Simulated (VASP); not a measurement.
# Ba9S8 (a cell with a defect) in VASP: notebook

The runs below take Ba9S8 (a cell with a defect) through single point, with PBE.

All numbers are computed with VASP 6.6.1; they aren't measurements. Logs are shortened: lines on timing, memory, paths and dates and some standing lists are left out, and cuts for length are marked.

### 1 The cell of the first run

The cell holds a defect, 17 atoms: a = 9.091 Å, b = 9.091 Å, c = 9.091 Å, α = 60.00°, β = 60.00°, γ = 60.00°.

### 2 Single point, PBE

File INCAR:

```
SYSTEM = Ba9S8
  ALGO = Normal
  EDIFF = 1E-6
  ENCUT = 520
  GGA = PE
  ISIF = 2
  ISMEAR = 0
  LASPH = .True.
  LCHARG = .False.
  LREAL = Auto
  LWAVE = .False.
  NBANDS = 83
  NELM = 60
  PREC = Accurate
  SIGMA = 0.02
```

File KPOINTS:

```
k-points
0
Gamma
  2 2 2
  0 0 0
```

File POSCAR:

```
Ba9S8
1.0
    6.4285179485      0.0000000000      6.4285179485
    0.0000000000     -6.4285179485      6.4285179485
    6.4285179485     -6.4285179485      0.0000000000
Ba S
9 8
Direct
   -0.0045725158      0.5219370198      0.4956970682
   -0.0045647380     -0.0133561889      0.4957015794
    0.5045112304      0.5021995001      0.4908158498
    0.5805319406     -0.0070723922      0.4333247604
   -0.0094590231      0.5022032334      1.0047825256
   -0.0669570348     -0.0070472697      1.0807778022
    0.4973522709      0.4954709663      0.9976238771
    0.4973478375      0.0092969329      0.9976206882
    0.1991574124      1.0505886511      0.6993961961
    0.7478510659      0.7302678530      0.2481179975
    0.7478606327      0.2734760195      0.2481334754
    0.2501302031      0.7609365859      0.2277286167
    0.2507543749      0.2346609300      0.2796445486
    0.7275014300      0.7609131746      0.7504043760
    0.7793444057      0.2346762523      0.7510161034
    0.2540391912      0.6990980714      0.7543134419
    0.2540048909      0.2923247652      0.7542867639
```

Potentials or basis: VASP PAW PBE potentials, release 64 (Ba_sv, S).

On the command line:

```
$ cat potpaw_PBE.64/Ba_sv/POTCAR potpaw_PBE.64/S/POTCAR > POTCAR
$ mpirun -np 1 vasp_std > vasp.out
```

OUTCAR:

```text
SYSTEM = Ba9S8
   EDIFF = 1E-6
   ENCUT = 520
   GGA = PE
   ISIF = 2
   ISMEAR = 0
   LASPH = .True.
   LREAL = Auto
   NELM = 60
   PREC = Accurate

 ion  position               nearest neighbor table
   1  0.995  0.522  0.496-  14 3.18  12 3.18  10 3.20  13 3.25  15 3.25  17 3.34   9 3.57   4 4.06
                             6 4.06   2 4.22   3 4.52   5 4.52   7 4.55   7 4.55   5 4.58   3 4.58
   2  0.995  0.987  0.496-  14 3.18  12 3.18  11 3.20  13 3.25  15 3.25  16 3.34   9 3.58   4 4.06
                             6 4.06   1 4.22   3 4.52   5 4.52   8 4.55   8 4.55   5 4.58   3 4.58
   3  0.505  0.502  0.491-  17 2.98  16 2.98  11 3.03  10 3.03  12 3.33  15 3.44   5 4.42   2 4.52
                             1 4.52   8 4.55   7 4.55   7 4.55   8 4.55   1 4.58   2 4.58   4 4.59
   4  0.581  0.993  0.433-  10 2.95  11 2.95   9 3.03  14 3.08   6 3.20  13 3.21   1 4.06   2 4.06
                             8 4.31   7 4.31   3 4.59   3 4.59
   5  0.991  0.502  0.005-  17 2.98  16 2.98  10 3.03  11 3.03  14 3.33  13 3.44   3 4.42   2 4.52
                             1 4.52   8 4.55   7 4.55   7 4.55   8 4.55   1 4.58   2 4.58   6 4.59
   6  0.933  0.993  0.081-  10 2.95  11 2.95   9 3.04  12 3.08   4 3.20  15 3.21   2 4.06   1 4.06
                             8 4.31   7 4.31   5 4.59   5 4.59
   7  0.497  0.495  0.998-  16 3.15  12 3.19  14 3.19  11 3.23  15 3.27  13 3.27   6 4.31   4 4.31
                             8 4.42   9 4.49   3 4.55   5 4.55   5 4.55   3 4.55   1 4.55   1 4.55
   8  0.497  0.009  0.998-  17 3.15  12 3.19  14 3.19  10 3.23  15 3.27  13 3.27   6 4.31   4 4.31
                             7 4.42   9 4.49   3 4.55   5 4.55   5 4.55   3 4.55   2 4.55   2 4.55
   9  0.199  0.051  0.699-  16 2.79  17 2.79   4 3.03   6 3.04  13 3.19  15 3.19   1 3.57   2 3.58
                             7 4.49   8 4.49
  10  0.748  0.730  0.248-   4 2.95   6 2.95   5 3.03   3 3.03   1 3.20   8 3.23
  11  0.748  0.273  0.248-   6 2.95   4 2.95   3 3.03   5 3.03   2 3.20   7 3.23
  12  0.250  0.761  0.228-   6 3.08   2 3.18   1 3.18   7 3.19   8 3.19   3 3.33
  13  0.251  0.235  0.280-   9 3.19   4 3.21   1 3.25   2 3.25   8 3.27   7 3.27   5 3.44
  14  0.728  0.761  0.750-   4 3.08   2 3.18   1 3.18   7 3.19   8 3.19   5 3.33
  15  0.779  0.235  0.751-   9 3.19   6 3.21   1 3.25   2 3.25   8 3.27   7 3.27   3 3.44
  16  0.254  0.699  0.754-   9 2.79   5 2.98   3 2.98   7 3.15   2 3.34
  17  0.254  0.292  0.754-   9 2.79   5 2.98   3 2.98   8 3.15   1 3.34

  LATTYP: Found a face centered cubic cell.
 ALAT       =    12.8570358970

  Lattice vectors:

 A1 = (   6.4285179485,   0.0000000000,   6.4285179485)
 A2 = (   0.0000000000,  -6.4285179485,   6.4285179485)
 A3 = (   6.4285179485,  -6.4285179485,   0.0000000000)

Analysis of symmetry for initial positions (statically):
=====================================================================
 Subroutine PRICEL returns:
 Original cell was already a primitive cell.

 Routine SETGRP: Setting up the symmetry group for a
 face centered cubic supercell.

[... 147 lines left out ...]
   EFERMI_NEDOS =   21; number of points for ismear=-14 and -15
   IALGO  =     38    algorithm
   IMIX   =      4    mixing-type and parameters
     AMIX     =   0.40;   BMIX     =  1.00
     AMIX_MAG =   1.60;   BMIX_MAG =  1.00
  volume/ion in A,a.u.               =      31.25       210.92
  Fermi-wavevector in a.u.,A,eV,Ry     =   1.044513  1.973843 14.844044  1.091006
  Thomas-Fermi vector in A             =   2.179268
   LORBIT       =      0    0 simple, 1 ext, 2 COOP (PROOUT), +10 PAW based schemes
   GGA     = PE    functional components
   LHFCALC =     F    Hartree Fock is set to
   AEXX    =    0.0000 exact exchange contribution
   IVDW    =     0    specifies the selected vdW correction
   LEPSILON=     F    determine dielectric tensor
   LRPA    =     F    only Hartree local field effects (RPA)
 non-spin polarized calculation
 Gauss-broadening in eV      SIGMA  =   0.02
  energy-cutoff  :      520.00
  volume of cell :      531.33
 maximum number of plane-waves:     14344
 NGX is ok and might be reduce to    70
   NGX = 33   NGY = 33   NGZ = 33

 number of electron     137.9999998 magnetization

 Free energy of the ion-electron system (eV)
  ---------------------------------------------------
  ext. energy  EPLUGINS =         0.00000000
  ---------------------------------------------------
  free energy    TOTEN  =       -78.62160470 eV

  energy without entropy =      -78.61786848  energy(sigma->0) =      -78.61973659

 E-fermi :   4.1946     XC(G=0):  -8.8744

 val. band max:        4.0486909537   @ k =   0.5000   0.5000   0.0000
 cond. band min:       4.1981498830   @ k =   0.5000   0.0000   0.0000
 fundamental gap:      0.1494589293
 Fermi energy:         4.1946200986

 k-point     1 :       0.0000    0.0000    0.0000
  band No.  band energies     occupation
      1     -24.9470      2.00000
      2     -24.3741      2.00000
      3     -24.3685      2.00000
      4     -24.3197      2.00000
      5     -24.3182      2.00000
      6     -24.2500      2.00000
[... 661 lines left out ...]
     80       6.1702      0.00000
     81       6.3040      0.00000
 [bands above 81 left out]

------------------------ aborting loop because EDIFF is reached ----------------------------------------

  FORCE on cell =-STRESS in cart. coord.  units (eV):
  Direction    XX          YY          ZZ          XY          YZ          ZX
  --------------------------------------------------------------------------------------
  -------------------------------------------------------------------------------------
  Total        3.9991604     21.1394728     21.1383126      0.0035391      1.3069642      0.0039546
  in kB       12.0591537     63.7444174     63.7409189      0.0106718      3.9410477      0.0119247
  external PRESSURE =      46.5148300 kB  Pullay stress =       0.0000000 kB

 VOLUME and BASIS-vectors are now :
 -----------------------------------------------------------------------------
  energy-cutoff  :      520.00
  volume of cell :      531.33
      direct lattice vectors                 reciprocal lattice vectors
     6.428517948  0.000000000  6.428517948     0.077778425  0.077778425  0.077778425
     0.000000000 -6.428517948  6.428517948    -0.077778425 -0.077778425  0.077778425
     6.428517948 -6.428517948  0.000000000     0.077778425 -0.077778425 -0.077778425

 POSITION                                       TOTAL-FORCE (eV/Angst)
 -----------------------------------------------------------------------------------
      9.58572     -6.54188      9.75440        -0.062745     -0.092844      0.092583
      9.58580     -9.52928     12.74183        -0.062355      0.092202     -0.092281
      6.39848     -6.38362      6.47166        -0.003661      0.010838      0.010875
      6.51760     -9.16869     10.11501         0.256614     -0.097329     -0.097062
      6.39846     -3.25917      9.59613        -0.004306     -0.010820     -0.010848
      6.51736     -6.90250     12.38130         0.256747      0.097187      0.097362
[... 9 lines left out ...]
      6.48221     -9.34328      6.12726         0.217595     -0.031950      0.031359
      6.48182     -6.72816      3.51209         0.218195      0.031557     -0.031501
 -----------------------------------------------------------------------------------
    total drift:                               -0.007510      0.001000     -0.000093

  FREE ENERGIE OF THE ION-ELECTRON SYSTEM (eV)
  ---------------------------------------------------
  free  energy   TOTEN  =       -78.6216047044 eV

  energy  without entropy=      -78.6178684831  energy(sigma->0) =      -78.61973659
```

Wall time 7.4 min (1 thread of Intel Xeon 6975P-C (Granite Rapids), shared host); peak memory 0.77 GiB.

What came out:

```yaml
Free_energy: -78.6216 eV
Pressure: 4.7 GPa
Largest_force: 1.301 eV/Å
Band_gap_on_the_k_mesh: zero (bands 69 and 70 overlap by 0.38 eV)
```

Forces on the atoms (eV/Å):
```
Ba  -0.063 -0.093  0.093
Ba  -0.062  0.092 -0.092
Ba  -0.004  0.011  0.011
Ba   0.257 -0.097 -0.097
Ba  -0.004 -0.011 -0.011
Ba   0.257  0.097  0.097
Ba  -0.012 -0.049  0.049
Ba  -0.013  0.049 -0.049
Ba  -1.301  0.000  0.000
S    0.015  0.032 -0.032
S    0.014 -0.032  0.032
S    0.217 -0.020 -0.021
S    0.024  0.016  0.015
S    0.217  0.021  0.021
S    0.023 -0.016 -0.016
S    0.218 -0.032  0.031
S    0.218  0.032 -0.032
```

Caveat: the k points lie up to 0.42 Å⁻¹ apart; spin-orbit coupling is left out, which moves the levels of the heavy elements.

### 3 Single point, PBE

File INCAR:

```
SYSTEM = Ba9S8
ALGO = Normal
EDIFF = 1E-7
ENCUT = 520
GGA = PE
ISIF = 2
ISMEAR = 0
LASPH = .True.
LCHARG = .True.
LELF = .True.
LREAL = Auto
LVHAR = .True.
LWAVE = .False.
NBANDS = 83
NELM = 60
PREC = Accurate
SIGMA = 0.02
```

KPOINTS is that of step 2.

File POSCAR:

```
Ba9S8
1.0
    6.4285179485      0.0000000000      6.4285179485
    0.0000000000     -6.4285179485      6.4285179485
    6.4285179485     -6.4285179485      0.0000000000
Ba S
9 8
Direct
   -0.0115474516      0.5386411032      0.4887656883
   -0.0115511072     -0.0160936783      0.4887581438
    0.5014264603      0.5020441766      0.4942604229
    0.5732290132     -0.0139475383      0.4544358472
   -0.0060517837      0.5020432432      1.0017441114
   -0.0458777594     -0.0139344715      1.0735286197
    0.4974698718      0.4997133127      0.9977828562
    0.4974644274      0.0048205512      0.9977764784
    0.1572556860      1.0924662661      0.6575566925
    0.7466088667      0.7360904236      0.2469205986
    0.7466152445      0.2701455474      0.2469324209
    0.2565926568      0.7529282081      0.2373236743
    0.2520118187      0.2425814958      0.2625898401
    0.7370246981      0.7529224525      0.7569054857
    0.7622791193      0.2425848403      0.7523143030
    0.2548781093      0.7152775394      0.7551923381
    0.2548450534      0.2744508165      0.7551684601
```

Potentials or basis: VASP PAW PBE potentials, release 64 (Ba_sv, S).

On the command line:

```
$ cat potpaw_PBE.64/Ba_sv/POTCAR potpaw_PBE.64/S/POTCAR > POTCAR
$ mpirun -np 1 vasp_std > vasp.out
```

Wall time 9.8 min (1 thread of Intel Xeon 6975P-C (Granite Rapids), shared host); peak memory 0.78 GiB.

It converged, with:

```
Free energy            : -79.3934 eV
Pressure               : 4.4 GPa
Largest force          : 0.521 eV/Å
Band gap on the k mesh : zero (bands 69 and 70 overlap by 0.64 eV)
```

Forces in eV/Å, atoms in the order of the input:
```
Ba  -0.071 -0.068  0.068
Ba  -0.072  0.068 -0.068
Ba   0.040 -0.008 -0.009
Ba   0.122 -0.110 -0.111
Ba   0.040  0.008  0.008
Ba   0.122  0.110  0.110
Ba   0.039 -0.019  0.020
Ba   0.039  0.020 -0.020
Ba  -0.521  0.000  0.000
S    0.013 -0.002  0.002
S    0.013  0.002 -0.001
S    0.166  0.009  0.009
S   -0.124  0.098  0.097
S    0.166 -0.009 -0.009
S   -0.123 -0.099 -0.098
S    0.074 -0.078  0.079
S    0.075  0.079 -0.078
```

Stress tensor (GPa, compression positive):
```
2.87 0.00 0.00
0.00 5.10 0.34
0.00 0.34 5.10
```

Levels at points of the mesh, in eV from the Fermi level:
```
           k point  band 66  band 67  band 68  band 69  band 70  band 71  band 72  band 73
(0.00, 0.00, 0.00)    -2.73    -2.70    -2.62    -0.64    -0.59    -0.26     0.77     1.19
(0.50, 0.00, 0.00)    -3.11    -3.05    -2.83     0.06     0.43     0.48     0.53     0.82
(0.00, 0.50, 0.00)    -3.11    -3.00    -2.93    -0.27     0.33     0.51     0.78     0.80
(0.00, 0.00, 0.50)    -3.11    -3.05    -2.83     0.06     0.43     0.48     0.53     0.82
(0.50, 0.50, 0.50)    -3.11    -3.00    -2.93    -0.27     0.33     0.51     0.78     0.80
(0.50, 0.50, 0.00)    -2.80    -2.77    -2.72    -0.06     0.18     0.49     0.97     0.99
(0.00, 0.50, 0.50)    -2.80    -2.77    -2.72    -0.06     0.18     0.49     0.97     0.99
(0.50, 0.00, 0.50)    -2.82    -2.74    -2.65    -0.33     0.27     0.59     0.97     1.28
```

Caveat: the k points lie up to 0.42 Å⁻¹ apart, too coarse for converged energies and pressures of a metal; spin-orbit coupling is left out, which moves the levels of the heavy elements.

The gap in the log of VASP goes by the Fermi energy; the results here count the filled bands.